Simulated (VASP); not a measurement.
# W (Cmme) in VASP: a series of runs

W is run at these levels: PBEsol; tasks: single point.

Program: VASP 6.6.1. These are calculated values, not measurements. Logs are shortened: lines on timing, memory, paths and dates and some standing lists are left out, and cuts for length are marked.

## 1. The cell of the first run

The structure is orthorhombic, space group Cmme (No. 67). The conventional cell has a = 3.154 Å, b = 4.461 Å, c = 9.922 Å, α = 90.00°, β = 90.00°, γ = 90.00°. Within 3.6 Å of W (site symmetry mm2) lie 12 W at 2.73 to 3.59 Å. Within 3.6 Å of W (site symmetry mm2) lie 14 W at 2.73 to 3.15 Å.

## 2. Single point, PBEsol (the distance across one plane changed)

Input file INCAR:

```
PREC = Accurate ; ENCUT = 520
EDIFF = 1E-7 ; ISMEAR = 0
SIGMA = 0.15 ; LREAL = False
LASPH = True ; NELM = 80
ALGO = Fast ; ISIF = 2
LWAVE = False ; LCHARG = False
GGA = PS ; NBANDS = 36
```

Input file KPOINTS:

```
Automatic mesh
0
Gamma
  23 23 7
```

Input file POSCAR:

```
W
1.0
   -1.5771801388      1.5771801388     -1.5771801388
   -1.5771801388     -1.5771801388      1.5771801388
    0.0000000000      7.0158273362      7.0158273362
W
4
Direct
    0.0000000000      0.0000000000      0.7868110518
    0.5000000000      0.5000000000      0.1124015788
    0.0000000000      0.0000000000      0.3372047365
    0.5000000000      0.5000000000      0.5620078941
```

Potentials or basis: VASP PAW PBE potentials, release 64 (W_sv).

The run is started by

```bash
$ cat potpaw_PBE.64/W_sv/POTCAR > POTCAR
$ mpirun -np 1 vasp_std > vasp.out
```

OUTCAR:

```text
PREC = Accurate
   ENCUT = 520
   EDIFF = 1E-7
   ISMEAR = 0
   LREAL = False
   LASPH = True
   NELM = 80
   ISIF = 2
   GGA = PS

 ion  position               nearest neighbor table
   1  0.000  0.000  0.787-   4 2.73   4 2.73   4 3.15   4 3.15
   2  0.500  0.500  0.112-   3 2.73   3 2.73   3 3.15   3 3.15
   3  0.000  0.000  0.337-   4 2.73   4 2.73   2 2.73   2 2.73   4 3.15   4 3.15   2 3.15   2 3.15

   4  0.500  0.500  0.562-   3 2.73   3 2.73   1 2.73   1 2.73   3 3.15   3 3.15   1 3.15   1 3.15

  LATTYP: Found a base centered orthorhombic cell.
 ALAT       =     3.1543602776
 B/A-ratio  =     1.4142135624
 C/A-ratio  =     3.1454486162

  Lattice vectors:

 A1 = (  -1.5771801388,   1.5771801388,  -1.5771801388)
 A2 = (  -1.5771801388,  -1.5771801388,   1.5771801388)
 A3 = (   0.0000000000,   7.0158273362,   7.0158273362)

Analysis of symmetry for initial positions (statically):
=====================================================================
 Subroutine PRICEL returns:
 Original cell was already a primitive cell.

 Routine SETGRP: Setting up the symmetry group for a
 base centered orthorhombic supercell.

 Subroutine GETGRP returns: Found  8 space group operations
 (whereof  4 operations were pure point group operations)
 out of a pool of  8 trial point group operations.

The static configuration has the point symmetry C_2v.
 The point group associated with its full space group is D_2h.

Analysis of symmetry for dynamics (positions and initial velocities):
=====================================================================
 Subroutine PRICEL returns:
 Original cell was already a primitive cell.

 Routine SETGRP: Setting up the symmetry group for a
 base centered orthorhombic supercell.

 Subroutine GETGRP returns: Found  8 space group operations
 (whereof  4 operations were pure point group operations)
 out of a pool of  8 trial point group operations.

The dynamic configuration has the point symmetry C_2v.
 The point group associated with its full space group is D_2h.

 Subroutine INISYM returns: Found  8 space group operations
 (whereof  4 operations are pure point group operations),
 and found     1 'primitive' translations

----------------------------------------------------------------------------------------

                                     Primitive cell

  volume of cell :      69.8074

  direct lattice vectors                    reciprocal lattice vectors
    -1.577180139  1.577180139 -1.577180139    -0.317021492  0.158510746 -0.158510746
    -1.577180139 -1.577180139  1.577180139    -0.317021492 -0.158510746  0.158510746
     0.000000000  7.015827336  7.015827336     0.000000000  0.071267432  0.071267432

  length of vectors
     2.731756133  2.731756133  9.921878170     0.388270446  0.388270446  0.100787369

  position of ions in fractional coordinates (direct lattice)
     0.000000000  0.000000000  0.786811052
     0.500000000  0.500000000  0.112401579
     0.000000000  0.000000000  0.337204736
     0.500000000  0.500000000  0.562007894

  ion indices of the primitive-cell ions
   primitive index   ion index
                 1           1
                 2           2
                 3           3
                 4           4

----------------------------------------------------------------------------------------

 KPOINTS: Automatic mesh

Automatic generation of k-mesh.
 Grid dimensions read from file:
 generate k-points for:   23   23    7

 Generating k-lattice:

  Cartesian coordinates                     Fractional coordinates (reciprocal lattice)
    -0.013783543  0.006891772 -0.006891772     0.043478261  0.000000000  0.000000000
    -0.013783543 -0.006891772  0.006891772     0.000000000  0.043478261  0.000000000
     0.000000000  0.010181062  0.010181062     0.000000000  0.000000000  0.142857143

  Length of vectors
     0.016881324  0.016881324  0.014398196

  Shift w.r.t. Gamma in fractional coordinates (k-lattice)
     0.000000000  0.000000000  0.000000000

 Subroutine IBZKPT returns following result:
 ===========================================

 Found    576 irreducible k-points:

 Following reciprocal coordinates:
            Coordinates               Weight
  0.000000  0.000000  0.000000      1.000000
  0.043478  0.000000  0.000000      4.000000
  0.086957  0.000000  0.000000      4.000000
  0.130435  0.000000  0.000000      4.000000
  0.173913  0.000000  0.000000      4.000000
  0.217391  0.000000  0.000000      4.000000
[... 16 lines left out ...]
  0.478261  0.043478  0.000000      4.000000
 -0.478261  0.043478  0.000000      4.000000
 [... further k-points ...]
   k-points           NKPTS =    576   k-points in BZ     NKDIM =    576   number of bands    NBANDS=     36
   number of dos      NEDOS =    301   number of ions     NIONS =      4
   total plane-waves  NPLWV =  32000
   dimension x,y,z NGX =    20 NGY =   20 NGZ =   80
   dimension x,y,z NGXF=    40 NGYF=   40 NGZF=  160
   ions per type =               4
   NGX,Y,Z   is equivalent  to a cutoff of  12.17, 12.17, 13.40 a.u.
   NGXF,Y,Z  is equivalent  to a cutoff of  24.34, 24.34, 26.81 a.u.
 SYSTEM =  unknown system
   PREC   = accura    normal or accurate (medium, high low for compatibility)
   ISTART =      0    job   : 0-new  1-cont  2-samecut
   ICHARG =      2    charge: 1-file 2-atom 10-const
   ISPIN  =      1    spin polarized calculation?
   LNONCOLLINEAR =      F non collinear calculations
   LSORBIT =      F    spin-orbit coupling
   LASPH  =      T    aspherical Exc in radial PAW
   ENCUT  =  520.0 eV  38.22 Ry    6.18 a.u.   5.08  5.08 18.45*2*pi/ulx,y,z
   NELM   =     80;   NELMIN=  2; NELMDL= -5     # of ELM steps
   EDIFF  = 0.1E-06   stopping-criterion for ELM
   LREAL  =      F    real-space projection
   EDIFFG = 0.1E-05   stopping-criterion for IOM
   NSW    =      0    number of steps for IOM
   IBRION =     -1    ionic relax: 0-MD 1-quasi-New 2-CG
   NFREE  =      0    steps in history (QN), initial steepest desc. (CG)
   ISIF   =      2    stress and relaxation
   ISYM   =      2    0-nonsym 1-usesym 2-fastsym
   POTIM  = 0.5000    time-step for ionic-motion
   TEBEG  =    0.0;   TEEND  =   0.0 temperature during run
   PSTRESS=    0.0 pullay stress
   NELECT =      56.0000    total number of electrons
   NUPDOWN=      -1.0000    fix difference up-down
   EMIN   =  10.00;   EMAX   =-10.00  energy-range for DOS
   EFERMI =   0.00;   METHOD = LEGACY
   ISMEAR =     0;   SIGMA  =   0.15  broadening in eV -4-tet -1-fermi 0-gaus
   EFERMI_NEDOS =   21; number of points for ismear=-14 and -15
   IALGO  =     68    algorithm
   IMIX   =      4    mixing-type and parameters
     AMIX     =   0.40;   BMIX     =  1.00
     AMIX_MAG =   1.60;   BMIX_MAG =  1.00
  volume/ion in A,a.u.               =      17.45       117.77
  Fermi-wavevector in a.u.,A,eV,Ry     =   1.521144  2.874545 31.482238  2.313879
  Thomas-Fermi vector in A             =   2.629899
   LORBIT       =      0    0 simple, 1 ext, 2 COOP (PROOUT), +10 PAW based schemes
   GGA     = PS    functional components
   LHFCALC =     F    Hartree Fock is set to
   AEXX    =    0.0000 exact exchange contribution
   IVDW    =     0    specifies the selected vdW correction
   LEPSILON=     F    determine dielectric tensor
   LRPA    =     F    only Hartree local field effects (RPA)
 non-spin polarized calculation
 RMM-DIIS sequential band-by-band and
 Gauss-broadening in eV      SIGMA  =   0.15
  energy-cutoff  :      520.00
  volume of cell :       69.81
 maximum number of plane-waves:      1906
   NGX = 11   NGY = 11   NGZ = 37

 number of electron      56.0000018 magnetization

 Free energy of the ion-electron system (eV)
  ---------------------------------------------------
  ext. energy  EPLUGINS =         0.00000000
  ---------------------------------------------------
  free energy    TOTEN  =       -53.52939375 eV

  energy without entropy =      -53.50575700  energy(sigma->0) =      -53.51757537

 E-fermi :   9.8572     XC(G=0): -13.1204

 val. band max:        9.8545768802   @ k =  -0.3478   0.1739   0.4286
 cond. band min:       9.8576304943   @ k =  -0.1304   0.1304   0.2857
 fundamental gap:      0.0030536141
 Fermi energy:         9.8571962944

 k-point     1 :       0.0000    0.0000    0.0000
  band No.  band energies     occupation
      1     -64.2982      2.00000
      2     -64.2844      2.00000
      3     -64.2230      2.00000
      4     -64.1648      2.00000
      5     -29.0495      2.00000
      6     -28.7486      2.00000
[... 28 lines left out ...]
     35      12.1699      0.00000
     36      12.4144      0.00000

 k-point     2 :       0.0435    0.0000    0.0000
  band No.  band energies     occupation
      1     -64.2965      2.00000
      2     -64.2830      2.00000
      3     -64.2218      2.00000
      4     -64.1640      2.00000
      5     -29.0433      2.00000
      6     -28.7483      2.00000
[... 28 lines left out ...]
     35      12.1699      0.00000
     36      12.4944      0.00000

 k-point     3 :       0.0870    0.0000    0.0000
  band No.  band energies     occupation
      1     -64.2916      2.00000
      2     -64.2788      2.00000
      3     -64.2182      2.00000
      4     -64.1616      2.00000
      5     -29.0251      2.00000
      6     -28.7480      2.00000
[... 28 lines left out ...]
     35      12.0993      0.00000
     36      12.5703      0.00000
[... 742 lines left out ...]
 k-point    23 :       0.4783    0.0435    0.0000
  band No.  band energies     occupation
      1     -64.2039      2.00000
      2     -64.2039      2.00000
      3     -64.1410      2.00000
      4     -64.1387      2.00000
      5     -29.0901      2.00000
      6     -29.0888      2.00000
[... 28 lines left out ...]
     35      13.0997      0.00000
     36      13.2927      0.00000

 k-point    24 :      -0.4783    0.0435    0.0000
  band No.  band energies     occupation
      1     -64.2049      2.00000
      2     -64.2046      2.00000
      3     -64.1456      2.00000
      4     -64.1338      2.00000
      5     -29.0891      2.00000
      6     -29.0781      2.00000
[... 28 lines left out ...]
     35      13.0920      0.00000
     36      13.3435      0.00000

 [... further k-points ...]

------------------------ aborting loop because EDIFF is reached ----------------------------------------

  FORCE on cell =-STRESS in cart. coord.  units (eV):
  Direction    XX          YY          ZZ          XY          YZ          ZX
  --------------------------------------------------------------------------------------
  -------------------------------------------------------------------------------------
  Total       -4.1462193     -5.7208331     -5.7208331      0.0000000     -1.9640412      0.0000000
  in kB      -95.1615207   -131.3011046   -131.3011046      0.0000000    -45.0774867      0.0000000
  external PRESSURE =    -119.2545766 kB  Pullay stress =       0.0000000 kB

 VOLUME and BASIS-vectors are now :
 -----------------------------------------------------------------------------
  energy-cutoff  :      520.00
  volume of cell :       69.81
      direct lattice vectors                 reciprocal lattice vectors
    -1.577180139  1.577180139 -1.577180139    -0.317021492  0.158510746 -0.158510746
    -1.577180139 -1.577180139  1.577180139    -0.317021492 -0.158510746  0.158510746
     0.000000000  7.015827336  7.015827336     0.000000000  0.071267432  0.071267432

 POSITION                                       TOTAL-FORCE (eV/Angst)
 -----------------------------------------------------------------------------------
      0.00000      5.52013      5.52013        -0.000000      0.969375      0.969375
     -1.57718      0.78859      0.78859        -0.000000     -0.969375     -0.969375
      0.00000      2.36577      2.36577         0.000000     -0.287328     -0.287328
     -1.57718      3.94295      3.94295        -0.000000      0.287328      0.287328
 -----------------------------------------------------------------------------------
    total drift:                                0.000000     -0.000006     -0.000006

  FREE ENERGIE OF THE ION-ELECTRON SYSTEM (eV)
  ---------------------------------------------------
  free  energy   TOTEN  =       -53.5293937478 eV

  energy  without entropy=      -53.5057569997  energy(sigma->0) =      -53.51757537
```

It took 43 min on 1 thread of Oxide Virtual Turin-like, shared host; peak memory 0.93 GiB.

What came out:

```
Free energy            : -53.5294 eV
Pressure               : -11.9 GPa
Largest force          : 1.371 eV/Å
Band gap on the k mesh : zero (bands 28 and 29 overlap by 2.25 eV)
```

Forces on the atoms (eV/Å):
```
W    0.000  0.969  0.969
W    0.000 -0.969 -0.969
W    0.000 -0.287 -0.287
W    0.000  0.287  0.287
```

Stress tensor (GPa, compression positive):
```
 -9.52   0.00   0.00
  0.00 -13.13  -4.51
  0.00  -4.51 -13.13
```

Levels at points of the mesh, in eV from the Fermi level:
```
           k point  band 24  band 25  band 26  band 27  band 28  band 29  band 30  band 31  band 32  band 33
(0.00, 0.00, 0.00)    -2.04    -1.44    -1.43    -1.31    -0.72     0.12     0.99     1.63     1.85     2.13
```

Caveat: the cell differs from its parent crystal (the distance across one plane changed); the cell stands under tension; the PAW data sets were made with another functional, which shifts forces and pressure a little; spin-orbit coupling is left out, which moves the levels of the heavy elements.

(Continued in part 2 of 2.)
